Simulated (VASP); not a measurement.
The system is SiC.

```xyz
8
Lattice="3.0757 0.0000 0.0000 -1.5378 2.6636 0.0000 0.0000 0.0000 10.0706" Properties=species:S:1:pos:R:3 pbc="T T T"
Si    0.0000    0.0000    1.8922
Si    0.0000    0.0000    6.9275
Si    0.0000    1.7758    4.4094
Si    1.5378    0.8879    9.4447
C     0.0000    0.0000    0.0046
C     0.0000    0.0000    5.0400
C     0.0000    1.7758    2.5157
C     1.5378    0.8879    7.5510
```

Base run:

| Item | Value |
| --- | --- |
| Program | VASP 6.6.1 |
| Functional | BLYP |
| Dispersion | D3(BJ) |
| Potentials or basis | VASP PAW PBE potentials, release 64 (Si, C) |
| Cutoff | 520 eV |
| k mesh | 10 × 10 × 3 |
| Occupations | fermi-dirac, width 0.05 eV |
| Spin | no spin polarisation |

Its results: band gap on the k mesh 2.54 eV (least direct gap 3.65 eV); pressure -0.9 GPa; largest force 0.019 eV/Å.

Q: The run is repeated on the same cell with these changes: functional from BLYP to PBEsol. What comes out?

A: Band gap on the k mesh 2.11 eV (least direct gap 3.24 eV); pressure -3.0 GPa; largest force 0.004 eV/Å.

PBEsol binds more tightly than BLYP, so the same cell stands under less pressure.

Caveats: the PAW data sets were made with another functional, which shifts forces and pressure a little; an odd mesh through Γ misses points on the zone boundary, where band edges can lie; the cell stands under tension (at least some runs).
